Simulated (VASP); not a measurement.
# WS2 in VASP: a series of runs

The runs below take WS2 through single point, with PBEsol.

Everything below comes from runs of VASP 6.6.1. Logs are shortened: lines on timing, memory, paths and dates and some standing lists are left out, and cuts for length are marked.

## (1) The cell of the first run

The typed cell holds 6 atoms: a = 3.335 Å, b = 3.160 Å, c = 12.514 Å, α = 90.00°, β = 90.00°, γ = 121.85°.

## (2) Single point, PBEsol (uniaxial strain along a: +6.0 %)

The input, INCAR:

```
SYSTEM = WS2
PREC = Accurate ; ENCUT = 500
EDIFF = 1E-6 ; ISMEAR = 0
SIGMA = 0.02 ; LREAL = .False.
LASPH = .True. ; NELM = 120
ALGO = Normal ; ISIF = 2
LWAVE = .False. ; LCHARG = .False.
GGA = PS ; NBANDS = 35
GGA_COMPAT = .False.
```

The input, KPOINTS:

```
regular mesh
0
Gamma
  12 12 2
  0 0 0
```

The input, POSCAR:

```
WS2
1.0
    3.3348488459      0.0000000000      0.0000000000
   -1.6674244229      2.6837196802      0.0000000000
    0.0000000000      0.0000000000     12.5140350772
W S
2 4
Direct
    0.3340677933      0.6681760728      0.2500000000
    0.6659322067      0.3318239272      0.7500000000
    0.3295123068      0.6588983563      0.6272090290
    0.6704876932      0.3411016437      0.1272090290
    0.3295123068      0.6588983563      0.8727909710
    0.6704876932      0.3411016437      0.3727909710
```

Potentials or basis: VASP PAW PBE potentials, release 64 (W_sv, S).

On the command line:

```bash
> cat potpaw_PBE.64/W_sv/POTCAR potpaw_PBE.64/S/POTCAR > POTCAR
> mpirun -np 1 vasp_std > vasp.out
```

OUTCAR:

```text
SYSTEM = WS2
   PREC = Accurate
   ENCUT = 500
   EDIFF = 1E-6
   ISMEAR = 0
   LREAL = .False.
   LASPH = .True.
   NELM = 120
   ISIF = 2
   GGA = PS

 ion  position               nearest neighbor table
   1  0.334  0.668  0.250-   4 2.37   6 2.37   4 2.43   6 2.43   4 2.43   6 2.43
   2  0.666  0.332  0.750-   3 2.37   5 2.37   3 2.43   5 2.43   3 2.43   5 2.43
   3  0.330  0.659  0.627-   2 2.37   2 2.43   2 2.43
   4  0.670  0.341  0.127-   1 2.37   1 2.43   1 2.43
   5  0.330  0.659  0.873-   2 2.37   2 2.43   2 2.43
   6  0.670  0.341  0.373-   1 2.37   1 2.43   1 2.43

  Warning from LATTYP: Monoclinic adjustment (A1->A3, A2->A1, A3->A2)!
  LATTYP: Found a base centered orthorhombic cell.
 ALAT       =     3.3348488459
 B/A-ratio  =     1.6095000429
 C/A-ratio  =     3.7525044329

  Lattice vectors:

 A1 = (   1.6674244229,  -2.6837196802,   0.0000000000)
 A2 = (   1.6674244230,   2.6837196802,   0.0000000000)
 A3 = (   0.0000000000,   0.0000000000,  12.5140350772)

Analysis of symmetry for initial positions (statically):
=====================================================================
 Subroutine PRICEL returns:
 Original cell was already a primitive cell.

 Routine SETGRP: Setting up the symmetry group for a
 base centered orthorhombic supercell.

 Subroutine GETGRP returns: Found  4 space group operations
 (whereof  2 operations were pure point group operations)
 out of a pool of  8 trial point group operations.

The static configuration has the point symmetry S_2 .
 The point group associated with its full space group is C_2h.

Analysis of symmetry for dynamics (positions and initial velocities):
=====================================================================
 Subroutine PRICEL returns:
 Original cell was already a primitive cell.

 Routine SETGRP: Setting up the symmetry group for a
 base centered orthorhombic supercell.

 Subroutine GETGRP returns: Found  4 space group operations
 (whereof  2 operations were pure point group operations)
 out of a pool of  8 trial point group operations.

The dynamic configuration has the point symmetry S_2 .
 The point group associated with its full space group is C_2h.

 Subroutine INISYM returns: Found  4 space group operations
 (whereof  2 operations are pure point group operations),
 and found     1 'primitive' translations

----------------------------------------------------------------------------------------

                                     Primitive cell

  volume of cell :     111.9981

  direct lattice vectors                    reciprocal lattice vectors
     3.334848846  0.000000000  0.000000000     0.299863666  0.186308579  0.000000000
    -1.667424423  2.683719680  0.000000000     0.000000000  0.372617158  0.000000000
     0.000000000  0.000000000 12.514035077     0.000000000  0.000000000  0.079910276

  length of vectors
     3.334848846  3.159534068 12.514035077     0.353028476  0.372617158  0.079910276

  position of ions in fractional coordinates (direct lattice)
     0.334067793  0.668176073  0.250000000
     0.665932207  0.331823927  0.750000000
     0.329512307  0.658898356  0.627209029
     0.670487693  0.341101644  0.127209029
     0.329512307  0.658898356  0.872790971
     0.670487693  0.341101644  0.372790971

  ion indices of the primitive-cell ions
   primitive index   ion index
                 1           1
                 2           2
                 3           3
                 4           4
                 5           5
                 6           6

----------------------------------------------------------------------------------------

 KPOINTS: regular mesh

Automatic generation of k-mesh.
 Grid dimensions read from file:
 generate k-points for:   12   12    2

 Generating k-lattice:

  Cartesian coordinates                     Fractional coordinates (reciprocal lattice)
     0.024988639  0.015525715  0.000000000     0.083333333  0.000000000  0.000000000
     0.000000000  0.031051430  0.000000000     0.000000000  0.083333333  0.000000000
     0.000000000  0.000000000  0.039955138     0.000000000  0.000000000  0.500000000

  Length of vectors
     0.029419040  0.031051430  0.039955138

  Shift w.r.t. Gamma in fractional coordinates (k-lattice)
     0.000000000  0.000000000  0.000000000

 Subroutine IBZKPT returns following result:
 ===========================================

 Found    148 irreducible k-points:

 Following reciprocal coordinates:
            Coordinates               Weight
  0.000000  0.000000  0.000000      1.000000
  0.083333  0.000000  0.000000      2.000000
  0.083333 -0.083333  0.000000      2.000000
  0.166667  0.000000  0.000000      2.000000
  0.166667 -0.166667  0.000000      2.000000
  0.250000  0.000000  0.000000      2.000000
[... 16 lines left out ...]
  0.416667  0.083333  0.000000      2.000000
  0.416667  0.500000  0.000000      2.000000
 [... further k-points ...]
   k-points           NKPTS =    148   k-points in BZ     NKDIM =    148   number of bands    NBANDS=     35
   number of dos      NEDOS =    301   number of ions     NIONS =      6
   total plane-waves  NPLWV =  55296
   dimension x,y,z NGX =    24 NGY =   24 NGZ =   96
   dimension x,y,z NGXF=    48 NGYF=   48 NGZF=  192
   ions per type =               2   4
   NGX,Y,Z   is equivalent  to a cutoff of  11.96, 12.63, 12.75 a.u.
   NGXF,Y,Z  is equivalent  to a cutoff of  23.93, 25.26, 25.51 a.u.
 SYSTEM =  WS2
   PREC   = accura    normal or accurate (medium, high low for compatibility)
   ISTART =      0    job   : 0-new  1-cont  2-samecut
   ICHARG =      2    charge: 1-file 2-atom 10-const
   ISPIN  =      1    spin polarized calculation?
   LNONCOLLINEAR =      F non collinear calculations
   LSORBIT =      F    spin-orbit coupling
   LASPH  =      T    aspherical Exc in radial PAW
   ENCUT  =  500.0 eV  36.75 Ry    6.06 a.u.   6.08  5.76 22.82*2*pi/ulx,y,z
   NELM   =    120;   NELMIN=  2; NELMDL= -5     # of ELM steps
   EDIFF  = 0.1E-05   stopping-criterion for ELM
   LREAL  =      F    real-space projection
   EDIFFG = 0.1E-04   stopping-criterion for IOM
   NSW    =      0    number of steps for IOM
   IBRION =     -1    ionic relax: 0-MD 1-quasi-New 2-CG
   NFREE  =      0    steps in history (QN), initial steepest desc. (CG)
   ISIF   =      2    stress and relaxation
   ISYM   =      2    0-nonsym 1-usesym 2-fastsym
   POTIM  = 0.5000    time-step for ionic-motion
   TEBEG  =    0.0;   TEEND  =   0.0 temperature during run
   PSTRESS=    0.0 pullay stress
   NELECT =      52.0000    total number of electrons
   NUPDOWN=      -1.0000    fix difference up-down
   EMIN   =  10.00;   EMAX   =-10.00  energy-range for DOS
   EFERMI =   0.00;   METHOD = LEGACY
   ISMEAR =     0;   SIGMA  =   0.02  broadening in eV -4-tet -1-fermi 0-gaus
   EFERMI_NEDOS =   21; number of points for ismear=-14 and -15
   IALGO  =     38    algorithm
   IMIX   =      4    mixing-type and parameters
     AMIX     =   0.40;   BMIX     =  1.00
     AMIX_MAG =   1.60;   BMIX_MAG =  1.00
  volume/ion in A,a.u.               =      18.67       125.97
  Fermi-wavevector in a.u.,A,eV,Ry     =   1.267669  2.395546 21.864339  1.606984
  Thomas-Fermi vector in A             =   2.400804
   LORBIT       =      0    0 simple, 1 ext, 2 COOP (PROOUT), +10 PAW based schemes
   GGA     = PS    functional components
   LHFCALC =     F    Hartree Fock is set to
   AEXX    =    0.0000 exact exchange contribution
   IVDW    =     0    specifies the selected vdW correction
   LEPSILON=     F    determine dielectric tensor
   LRPA    =     F    only Hartree local field effects (RPA)
 non-spin polarized calculation
 Gauss-broadening in eV      SIGMA  =   0.02
  energy-cutoff  :      500.00
  volume of cell :      112.00
 maximum number of plane-waves:      2870
   NGX = 13   NGY = 11   NGZ = 45

 number of electron      52.0000005 magnetization

 Free energy of the ion-electron system (eV)
  ---------------------------------------------------
  ext. energy  EPLUGINS =         0.00000000
  ---------------------------------------------------
  free energy    TOTEN  =       -50.31448030 eV

  energy without entropy =      -50.31448030  energy(sigma->0) =      -50.31448030

 E-fermi :   7.0517     XC(G=0): -10.7994

 val. band max:        6.8382212394   @ k =   0.0000   0.0000   0.0000
 cond. band min:       7.7088761678   @ k =   0.3333   0.3333   0.0000
 fundamental gap:      0.8706549284
 Fermi energy:         7.0517116239

 k-point     1 :       0.0000    0.0000    0.0000
  band No.  band energies     occupation
      1     -67.8499      2.00000
      2     -67.8499      2.00000
      3     -32.0847      2.00000
      4     -32.0847      2.00000
      5     -32.0090      2.00000
      6     -32.0089      2.00000
[... 27 lines left out ...]
     34       9.5883      0.00000
     35      11.0890      0.00000

 k-point     2 :       0.0833    0.0000    0.0000
  band No.  band energies     occupation
      1     -67.8490      2.00000
      2     -67.8490      2.00000
      3     -32.0812      2.00000
      4     -32.0811      2.00000
      5     -32.0231      2.00000
      6     -32.0231      2.00000
[... 27 lines left out ...]
     34       9.4373      0.00000
     35      11.6028      0.00000

 k-point     3 :       0.0833   -0.0833    0.0000
  band No.  band energies     occupation
      1     -67.8490      2.00000
      2     -67.8490      2.00000
      3     -32.0812      2.00000
      4     -32.0811      2.00000
      5     -32.0231      2.00000
      6     -32.0231      2.00000
[... 27 lines left out ...]
     34       9.4376      0.00000
     35      11.6020      0.00000
[... 723 lines left out ...]
 k-point    23 :       0.4167    0.0833    0.0000
  band No.  band energies     occupation
      1     -67.8359      2.00000
      2     -67.8359      2.00000
      3     -32.2687      2.00000
      4     -32.2687      2.00000
      5     -32.0309      2.00000
      6     -32.0309      2.00000
[... 27 lines left out ...]
     34      11.1703      0.00000
     35      11.2067      0.00000

 k-point    24 :       0.4167    0.5000    0.0000
  band No.  band energies     occupation
      1     -67.8359      2.00000
      2     -67.8359      2.00000
      3     -32.2688      2.00000
      4     -32.2688      2.00000
      5     -32.0309      2.00000
      6     -32.0309      2.00000
[... 27 lines left out ...]
     34      11.1716      0.00000
     35      11.2072      0.00000

 [... further k-points ...]

------------------------ aborting loop because EDIFF is reached ----------------------------------------

  FORCE on cell =-STRESS in cart. coord.  units (eV):
  Direction    XX          YY          ZZ          XY          YZ          ZX
  --------------------------------------------------------------------------------------
  -------------------------------------------------------------------------------------
  Total       -7.4782106      0.6470200      0.7667565     -0.0014557      0.0000000      0.0000000
  in kB     -106.9787706      9.2558782     10.9687558     -0.0208249      0.0000000      0.0000000
  external PRESSURE =     -28.9180455 kB  Pullay stress =       0.0000000 kB

 VOLUME and BASIS-vectors are now :
 -----------------------------------------------------------------------------
  energy-cutoff  :      500.00
  volume of cell :      112.00
      direct lattice vectors                 reciprocal lattice vectors
     3.334848846  0.000000000  0.000000000     0.299863666  0.186308579  0.000000000
    -1.667424423  2.683719680  0.000000000     0.000000000  0.372617158  0.000000000
     0.000000000  0.000000000 12.514035077     0.000000000  0.000000000  0.079910276

 POSITION                                       TOTAL-FORCE (eV/Angst)
 -----------------------------------------------------------------------------------
     -0.00007      1.79320      3.12851        -0.002785     -0.224077     -0.000000
      1.66749      0.89052      9.38553         0.002785      0.224077      0.000000
      0.00021      1.76830      7.84892        -0.001421     -0.113645     -0.119760
      1.66721      0.91542      1.59190         0.001421      0.113645     -0.119760
      0.00021      1.76830     10.92214        -0.001421     -0.113645      0.119760
      1.66721      0.91542      4.66512         0.001421      0.113645      0.119760
 -----------------------------------------------------------------------------------
    total drift:                               -0.000000      0.000000     -0.000000

  FREE ENERGIE OF THE ION-ELECTRON SYSTEM (eV)
  ---------------------------------------------------
  free  energy   TOTEN  =       -50.3144803023 eV

  energy  without entropy=      -50.3144803023  energy(sigma->0) =      -50.31448030
```

It took 12 min on 1 thread of Intel Xeon 8259CL, shared host; peak memory 0.53 GiB.

What came out:

| Item | Value |
| --- | --- |
| Free energy | -50.3145 eV |
| Pressure | -2.9 GPa |
| Largest force | 0.224 eV/Å |
| Band gap on the k mesh | 0.87 eV (least direct gap 1.55 eV) |

Forces in eV/Å, atoms in the order of the input:
```
W   -0.003 -0.224  0.000
W    0.003  0.224  0.000
S   -0.001 -0.114 -0.120
S    0.001  0.114 -0.120
S   -0.001 -0.114  0.120
S    0.001  0.114  0.120
```

Levels at points of the mesh, in eV from the valence-band top:
```tsv
k point	band 24	band 25	band 26	band 27	band 28	band 29
(0.00, 0.00, 0.00)	-1.51	-1.00	0.00	1.88	1.88	1.96
(0.50, 0.00, 0.00)	-1.85	-1.83	-1.64	1.68	1.72	2.56
(0.50, 0.50, 0.00)	-1.84	-1.83	-1.64	1.68	1.72	2.56
(0.00, 0.50, 0.00)	-2.48	-1.52	-1.36	2.08	2.11	2.38
(0.00, 0.00, 0.50)	-2.26	-0.28	-0.28	1.87	1.87	2.04
(0.50, 0.00, 0.50)	-1.91	-1.72	-1.72	1.70	1.70	2.62
(0.50, 0.50, 0.50)	-1.91	-1.72	-1.72	1.70	1.70	2.62
(0.00, 0.50, 0.50)	-2.58	-1.43	-1.43	2.10	2.10	2.54
```

Caveat: the cell differs from its parent crystal (uniaxial strain along a: +6.0 %); the PAW data sets were made with another functional, which shifts forces and pressure a little; spin-orbit coupling is left out, which moves the levels of the heavy elements.

## (3) Single point, PBEsol (uniaxial strain along a: +6.0 %, then relaxed in part)

The input, INCAR:

```
SYSTEM = WS2
PREC = Accurate
ENCUT = 500
EDIFF = 1E-6
ISMEAR = 0
SIGMA = 0.02
LREAL = .FALSE.
LASPH = .TRUE.
NELM = 120
ALGO = Normal
ISIF = 2
LWAVE = .FALSE.
LCHARG = .TRUE.
GGA = PS
LELF = .TRUE.
LVHAR = .TRUE.
NBANDS = 35
GGA_COMPAT = .FALSE.
```

The input, KPOINTS:

```
regular mesh
0
G
  12 12 2
  0 0 0
```

The input, POSCAR:

```
WS2
1.0
    3.3348487262     -0.0008936803      0.0000000000
   -1.6681435523      2.6864828788      0.0000000000
    0.0000000000      0.0000000000     12.5776635272
W S
2 4
Direct
    0.3349146828      0.6698732699      0.2500000000
    0.6650853172      0.3301267301      0.7500000000
    0.3269402563      0.6537620808      0.6274991627
    0.6730597437      0.3462379192      0.1274991627
    0.3269402563      0.6537620808      0.8725008373
    0.6730597437      0.3462379192      0.3725008373
```

Potentials or basis: VASP PAW PBE potentials, release 64 (W_sv, S).

On the command line:

```bash
> cat potpaw_PBE.64/W_sv/POTCAR potpaw_PBE.64/S/POTCAR > POTCAR
> mpirun -np 1 vasp_std > vasp.out
```

Run time: 7 min. Hardware: 1 thread of Intel Xeon Platinum 8488C (Sapphire Rapids), shared host; peak memory 0.53 GiB.

The run converged. Its results:

```yaml
Free_energy: -50.3183 eV
Pressure: -3.5 GPa
Largest_force: 0.019 eV/Å
Band_gap_on_the_k_mesh: 0.91 eV (least direct gap 1.56 eV)
```

Forces on the atoms (eV/Å):
```
W    0.000 -0.002  0.000
W    0.000  0.002  0.000
S    0.000 -0.001 -0.019
S    0.000  0.001 -0.019
S    0.000 -0.001  0.019
S    0.000  0.001  0.019
```

Stress tensor (GPa, compression positive):
```
-10.81   0.05   0.00
  0.05   0.13   0.00
  0.00   0.00   0.12
```

Levels at points of the mesh, in eV from the valence-band top:
| k point | band 23 | band 24 | band 25 | band 26 | band 27 | band 28 | band 29 | band 30 |
| --- | --- | --- | --- | --- | --- | --- | --- | --- |
| (0.00, 0.00, 0.00) | -2.22 | -1.53 | -0.98 | 0.00 | 1.94 | 1.95 | 1.96 | 2.10 |
| (0.50, 0.00, 0.00) | -1.94 | -1.85 | -1.77 | -1.62 | 1.70 | 1.74 | 2.58 | 2.69 |
| (0.00, 0.50, 0.00) | -2.46 | -2.46 | -1.46 | -1.33 | 2.11 | 2.14 | 2.39 | 2.68 |
| (0.50, 0.50, 0.00) | -1.93 | -1.85 | -1.77 | -1.63 | 1.71 | 1.74 | 2.58 | 2.68 |
| (0.00, 0.00, 0.50) | -2.19 | -2.19 | -0.27 | -0.27 | 1.94 | 1.94 | 2.04 | 2.04 |
| (0.50, 0.00, 0.50) | -1.88 | -1.88 | -1.70 | -1.70 | 1.72 | 1.72 | 2.64 | 2.64 |
| (0.00, 0.50, 0.50) | -2.54 | -2.54 | -1.39 | -1.39 | 2.12 | 2.12 | 2.55 | 2.55 |
| (0.50, 0.50, 0.50) | -1.87 | -1.87 | -1.70 | -1.70 | 1.72 | 1.72 | 2.64 | 2.64 |

Caveat: the cell differs from its parent crystal (uniaxial strain along a: +6.0 %, then relaxed in part); the cell stands under tension; the PAW data sets were made with another functional, which shifts forces and pressure a little; spin-orbit coupling is left out, which moves the levels of the heavy elements; this functional lacks dispersion, which binds the layers, so the pressure and a relaxed spacing across them are unreliable. A k mesh can miss the band edges.
